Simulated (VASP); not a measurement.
A run of VASP 6.6.1 is set up as follows.

File POSCAR:

```
Ge
1.0
    3.0254683394      0.0000000000      0.0000000000
   -1.5127341697      2.6201324403      0.0000000000
    0.0000000000      0.0000000000      9.5091912612
Ge
4
Direct
    1.0000000000      0.0000000000      1.0000000000
    1.0000000000      0.0000000000      0.5000000000
    0.3333333333      0.6666666667      0.2500000000
    0.6666666667      0.3333333333      0.7500000000
```

File INCAR.step1:

```
SYSTEM = Ge
  PREC = Accurate
  ENCUT = 520
  ISMEAR = -1
  SIGMA = 0.1
  LREAL = .False.
  LASPH = .True.
  NELM = 80
  NBANDS = 36
  GGA = PE
  ALGO = Normal
  EDIFF = 1E-4
  LWAVE = .True.
  LCHARG = .False.
```

INCAR.step2

```
SYSTEM = Ge
  PREC = Accurate
  ENCUT = 520
  EDIFF = 1E-7
  ISMEAR = -1
  SIGMA = 0.1
  LREAL = .False.
  LASPH = .True.
  NELM = 80
  ALGO = Normal
  ISIF = 2
  LWAVE = .False.
  LCHARG = .False.
  METAGGA = R2SCAN
  LMIXTAU = .True.
  NBANDS = 36
  ISTART = 1
```

The input KPOINTS:

```
regular mesh
0
Gamma
  16 16 5
  0 0 0
```

Potentials or basis: VASP PAW PBE potentials, release 64 (Ge_d).

The run is started by

```bash
$ cat potpaw_PBE.64/Ge_d/POTCAR > POTCAR
$ cp INCAR.step1 INCAR
$ mpirun -np 1 vasp_std > vasp.out
$ cp INCAR.step2 INCAR
$ mpirun -np 1 vasp_std > vasp.out
```

Task: Estimate the pressure.

Result: 0.1 GPa.

Task: Predict the band gap on the k mesh.

Result: Zero (band 28 reaches 13.54 eV, above the bottom of band 29 at 3.84 eV).

Stress tensor (GPa, compression positive):
```
0.00 0.00 0.00
0.00 0.00 0.00
0.00 0.00 0.32
```

Caveat: the PAW data sets were made with another functional, which shifts forces and pressure a little.
